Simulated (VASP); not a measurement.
The system is InP.

```xyz
2
Lattice="0.0000 2.9305 2.9305 2.9305 0.0000 2.9305 2.9305 2.9305 0.0000" Properties=species:S:1:pos:R:3 pbc="T T T"
In    0.0000    0.0000    0.0000
P     4.3957    4.3957    4.3957
```

Base run:

| Property | Result |
| --- | --- |
| Program | VASP 6.6.1 |
| Functional | PBEsol |
| Potentials or basis | VASP PAW PBE potentials, release 64 (In_d, P) |
| Cutoff | 520 eV |
| k mesh | 11 × 11 × 11 |
| Occupations | fermi-dirac, width 0.03 eV |
| Spin | no spin polarisation |

Its results: band gap on the k mesh 0.62 eV, direct; pressure 0.6 GPa.

After a change of settings the same cell gave: band gap on the k mesh 1.17 eV, direct; pressure 1.6 GPa. Which change was it?
A. functional from PBEsol to PBE; k mesh from 11 × 11 × 11 to 3 × 3 × 3
B. functional from PBEsol to PBE; k mesh from 11 × 11 × 11 to 6 × 6 × 6
C. functional from PBEsol to r2SCAN
D. functional from PBEsol to PBE; further incar settings from ALGO = Normal; EDIFF = 1e-08; NBANDS = 16 to ALGO = Normal; EDIFF = 1e-06; NBANDS = 16

C.

r2SCAN gives the wider gap, since meta-GGAs in the generalised Kohn-Sham scheme recover part of the derivative discontinuity.

Caveats: the PAW data sets were made with another functional, which shifts forces and pressure a little; spin-orbit coupling is left out, which moves the levels of the heavy elements.
